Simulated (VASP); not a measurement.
# Co (Im-3m) in VASP: notebook, part 2 of 2

VASP 6.6.1. The steps go on from the part before.

## Step 4: Single point, RPBE, collinear spin, ferromagnetic start (11.91 Å³/atom)

This run uses another cell than the first one, of 11.91 Å³/atom.

INCAR

```
ALGO = Normal ; EDIFF = 1E-6
ENCUT = 520 ; GGA = RP
ISIF = 2 ; ISMEAR = -1
ISPIN = 2 ; LASPH = True
LCHARG = False ; LMAXMIX = 4
LORBIT = 11 ; LREAL = False
LWAVE = False ; MAGMOM = 1.88
NBANDS = 14 ; NELM = 150
PREC = Accurate ; SIGMA = 0.05
```

KPOINTS

```
k-points
0
Gamma
  17 17 17
```

POSCAR

```
Co
1.0
   -1.4385875258      1.4385875258      1.4385875258
    1.4385875258     -1.4385875258      1.4385875258
    1.4385875258      1.4385875258     -1.4385875258
Co
1
Direct
    0.0000000000      0.0000000000      0.0000000000
```

Potentials or basis: VASP PAW PBE potentials, release 64 (Co).

Run with:

```sh
$ cat potpaw_PBE.64/Co/POTCAR > POTCAR
$ mpirun -np 1 vasp_std > vasp.out
```

OUTCAR:

```text
EDIFF = 1E-6
   ENCUT = 520
   GGA = RP
   ISIF = 2
   ISMEAR = -1
   ISPIN = 2
   LASPH = True
   LORBIT = 11
   LREAL = False
   NELM = 150
   PREC = Accurate

 ion  position               nearest neighbor table
   1  0.000  0.000  0.000-

  LATTYP: Found a body centered cubic cell.
 ALAT       =     2.8771750516

  Lattice vectors:

 A1 = (  -1.4385875258,   1.4385875258,   1.4385875258)
 A2 = (   1.4385875258,  -1.4385875258,   1.4385875258)
 A3 = (   1.4385875258,   1.4385875258,  -1.4385875258)

Analysis of symmetry for initial positions (statically):
=====================================================================
 Subroutine PRICEL returns:
 Original cell was already a primitive cell.

 Routine SETGRP: Setting up the symmetry group for a
 body centered cubic supercell.

 Subroutine GETGRP returns: Found 48 space group operations
 (whereof 48 operations were pure point group operations)
 out of a pool of 48 trial point group operations.

The static configuration has the point symmetry O_h .

Analysis of symmetry for dynamics (positions and initial velocities):
=====================================================================
 Subroutine PRICEL returns:
 Original cell was already a primitive cell.

 Routine SETGRP: Setting up the symmetry group for a
 body centered cubic supercell.

 Subroutine GETGRP returns: Found 48 space group operations
 (whereof 48 operations were pure point group operations)
 out of a pool of 48 trial point group operations.

The dynamic configuration has the point symmetry O_h .

Analysis of structural, dynamic, and magnetic symmetry:
=====================================================================
 Subroutine PRICEL returns:
 Original cell was already a primitive cell.

 Routine SETGRP: Setting up the symmetry group for a
 body centered cubic supercell.

 Subroutine GETGRP returns: Found 48 space group operations
 (whereof 48 operations were pure point group operations)
 out of a pool of 48 trial point group operations.

The overall configuration has the point symmetry O_h .
[... 159 lines left out ...]
      5       7.4184      1.00000
      6       7.4184      1.00000
      7      33.9351      0.00000
      8      33.9351      0.00000
      9      33.9351      0.00000
     10      38.5384      0.00000
     11      38.5384      0.00000
     12      39.6759      0.00000
     13      39.6759      0.00000
     14      39.6759      0.00000
[... 379 lines left out ...]
      3       6.1484      1.00000
      4       7.2457      1.00000
      5       7.5967      1.00000
      6       8.2506      1.00000
      7      23.5084      0.00000
      8      24.2717      0.00000
      9      29.5985      0.00000
     10      34.2138      0.00000
     11      37.2968      0.00000
     12      40.6364      0.00000
     13      43.3969      0.00000
     14      45.8922      0.00000

 [... further k-points ...]

 spin component 2

 k-point     1 :       0.0000    0.0000    0.0000
  band No.  band energies     occupation
      1       0.7507      1.00000
      2       8.1227      1.00000
      3       8.1227      1.00000
      4       8.1227      1.00000
      5       9.8713      0.00064
      6       9.8713      0.00064
      7      33.5610      0.00000
      8      33.5610      0.00000
      9      33.5610      0.00000
     10      38.5256      0.00000
     11      38.5256      0.00000
     12      40.4967      0.00000
     13      40.4967      0.00000
     14      40.4968      0.00000
[... 379 lines left out ...]
      3       7.5734      1.00000
      4       9.4737      0.64626
      5       9.8038      0.00247
      6      10.1170      0.00000
      7      23.8450      0.00000
      8      24.6052      0.00000
      9      29.8806      0.00000
     10      34.1189      0.00000
     11      37.4810      0.00000
     12      40.7834      0.00000
     13      43.7327      0.00000
     14      46.4718      0.00000

 [... further k-points ...]

------------------------ aborting loop because EDIFF is reached ----------------------------------------

  FORCE on cell =-STRESS in cart. coord.  units (eV):
  Direction    XX          YY          ZZ          XY          YZ          ZX
  --------------------------------------------------------------------------------------
  -------------------------------------------------------------------------------------
  Total       -0.5573367     -0.5573367     -0.5573367     -0.0000000      0.0000000     -0.0000000
  in kB      -74.9824097    -74.9824097    -74.9824097     -0.0000000      0.0000000     -0.0000000
  external PRESSURE =     -74.9824097 kB  Pullay stress =       0.0000000 kB

 VOLUME and BASIS-vectors are now :
 -----------------------------------------------------------------------------
  energy-cutoff  :      520.00
  volume of cell :       11.91
      direct lattice vectors                 reciprocal lattice vectors
    -1.438587526  1.438587526  1.438587526     0.000000000  0.347563142  0.347563142
     1.438587526 -1.438587526  1.438587526     0.347563142  0.000000000  0.347563142
     1.438587526  1.438587526 -1.438587526     0.347563142  0.347563142  0.000000000

 POSITION                                       TOTAL-FORCE (eV/Angst)
 -----------------------------------------------------------------------------------
      0.00000      0.00000      0.00000         0.000000      0.000000     -0.000000
 -----------------------------------------------------------------------------------
    total drift:                                0.000000     -0.000000      0.000000

  FREE ENERGIE OF THE ION-ELECTRON SYSTEM (eV)
  ---------------------------------------------------
  free  energy   TOTEN  =        -6.4363880368 eV

  energy  without entropy=       -6.4233121734  energy(sigma->0) =       -6.42985011

 total charge

# of ion       s       p       d       tot
------------------------------------------
    1        0.454   0.459   7.188   8.101

 magnetization (x)

# of ion       s       p       d       tot
------------------------------------------
    1       -0.005  -0.051   1.867   1.811
```

stdout:

```text
POSCAR found type information on POSCAR Co
 POSCAR found :  1 types and       1 ions
 scaLAPACK will be used
 -----------------------------------------------------------------------------
|                                                                             |
|                                                                             |
|     You enforced a specific xc type in the INCAR file but a different       |
|     I HOPE YOU KNOW WHAT YOU ARE DOING!                                     |
|                                                                             |
 -----------------------------------------------------------------------------

 LDA part: xc-table for (Slater+PW92), standard interpolation
 POSCAR, INCAR and KPOINTS ok, starting setup
 FFT: planning ... GRIDC
 FFT: planning ... GRID_SOFT
 FFT: planning ... GRID
 WAVECAR not read
 entering main loop
```

Run time: 95 s. Hardware: 1 thread of Intel Xeon 8259CL, shared host; peak memory 0.16 GiB.

What came out:

```yaml
Free_energy: -6.4364 eV
Pressure: -7.5 GPa
Net_moment: 1.77 μB per cell
Site_moments: Co +1.81 μB
Valence_electrons_inside_the_program's_atomic_spheres: Co 8.10
```

Caveat: the cell stands under tension; the PAW data sets were made with another functional, which shifts forces and pressure a little.

## Step 5: Single point, RPBE, collinear spin, ferromagnetic start (12.37 Å³/atom)

This run uses another cell than the first one, of 12.37 Å³/atom.

INCAR

```
SYSTEM = Co
ALGO     = Normal         ! electronic algorithm
EDIFF    = 1E-6           ! SCF threshold, eV
ENCUT    = 520            ! plane-wave cutoff, eV
GGA      = RP             ! functional
ISIF     = 2              ! what is computed and relaxed
ISMEAR   = -1             ! smearing method
ISPIN    = 2              ! spin polarisation
LASPH    = .True.         ! aspherical terms in the spheres
LCHARG   = .False.        ! write CHGCAR
LMAXMIX  = 4              ! l up to which the mixer works
LORBIT   = 11             ! projections on sites
LREAL    = .False.        ! projectors in reciprocal space
LWAVE    = .False.        ! write WAVECAR
MAGMOM   = 1.88           ! initial moments
NBANDS   = 14             ! bands
NELM     = 150            ! most SCF steps
PREC     = Accurate       ! precision mode
SIGMA    = 0.05           ! smearing width, eV
```

KPOINTS

```
k-points
0
Gamma
  17 17 17
  0 0 0
```

POSCAR

```
Co
1.0
   -1.4567994278      1.4567994278      1.4567994278
    1.4567994278     -1.4567994278      1.4567994278
    1.4567994278      1.4567994278     -1.4567994278
Co
1
Direct
    0.0000000000      0.0000000000      0.0000000000
```

Run with:

```sh
$ cat potpaw_PBE.64/Co/POTCAR > POTCAR
$ mpirun -np 1 vasp_std > vasp.out
```

Run time: 1.8 min. Hardware: 1 thread of Intel Xeon 8259CL, shared host; peak memory 0.17 GiB.

Results (log left out):

- Free energy: -6.4075 eV
- Pressure: -12.4 GPa
- Net moment: 1.80 μB per cell
- Site moments: Co +1.84 μB
- Valence electrons inside the program's atomic spheres: Co 8.04

Levels at points of the mesh, in eV from the Fermi level:
Spin up:
```csv
k point,band 3,band 4,band 5,band 6,band 7,band 8
"(0.00, 0.00, 0.00)",-2.92,-2.92,-2.12,-2.12,24.05,24.05
```
Spin down:
```csv
k point,band 1,band 2,band 3,band 4,band 5,band 6,band 7,band 8,band 9
"(0.00, 0.00, 0.00)",-8.54,-1.32,-1.32,-1.32,0.37,0.37,23.66,23.66,23.66
```

Caveat: the cell stands under tension; the PAW data sets were made with another functional, which shifts forces and pressure a little.

## Step 6: Overview

```tsv
cell	gap on the mesh (eV)	pressure (GPa)	moment (μB)
a = 2.426 Å, angles 109.5°, 1 atom	none	7.2	1.75
a = 2.459 Å, angles 109.5°, 1 atom	none	-1.1	1.76
a = 2.492 Å, angles 109.5°, 1 atom	none	-7.5	1.77
a = 2.523 Å, angles 109.5°, 1 atom	none	-12.4	1.80
```

Alike in all rows: task single point; level RPBE; potentials or basis VASP PAW PBE potentials, release 64 (Co); spin collinear, ferromagnetic start; k mesh 17 × 17 × 17; cutoff (eV) 520; smearing fermi-dirac 0.05 eV.

Caveats: the PAW data sets were made with another functional, which shifts forces and pressure a little; the cell stands under tension (at least some runs); the cell stands under pressure (at least some runs).

Total energies depend on the potentials used, so only differences within one code and one set of settings carry meaning.
